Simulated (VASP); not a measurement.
A run of VASP 6.6.1 is set up as follows.

File INCAR:

```
SYSTEM = HgTe
PREC = Accurate ; ENCUT = 520
EDIFF = 1E-6 ; ISMEAR = -1
SIGMA = 0.05 ; LREAL = .False.
LASPH = .True. ; NELM = 80
ALGO = Normal ; ISIF = 2
LWAVE = .False. ; LCHARG = .False.
GGA = PE ; NBANDS = 16
```

Contents of KPOINTS:

```
regular mesh
0
Gamma
  13 13 13
  0 0 0
```

Contents of POSCAR:

```
HgTe
1.0
    0.0000000000      2.7660517140      2.7660517140
    2.7660517140      0.0000000000      2.7660517140
    2.7660517140      2.7660517140      0.0000000000
Hg Te
1 1
Direct
    0.0000000000      0.0000000000      0.0000000000
    0.2500000000      0.2500000000      0.2500000000
```

Potentials or basis: VASP PAW PBE potentials, release 64 (Hg, Te).

The run is started by

```sh
$ cat potpaw_PBE.64/Hg/POTCAR potpaw_PBE.64/Te/POTCAR > POTCAR
$ mpirun -np 1 vasp_std > vasp.out
```

(1) What does it give for the pressure?

(2) Estimate the band gap on the k mesh.

Results:

(1) 78.6 GPa.

(2) 0.48 eV.

Caveat: the cell stands under pressure; spin-orbit coupling is left out, which moves the levels of the heavy elements; an odd mesh through Γ misses points on the zone boundary, where band edges can lie.
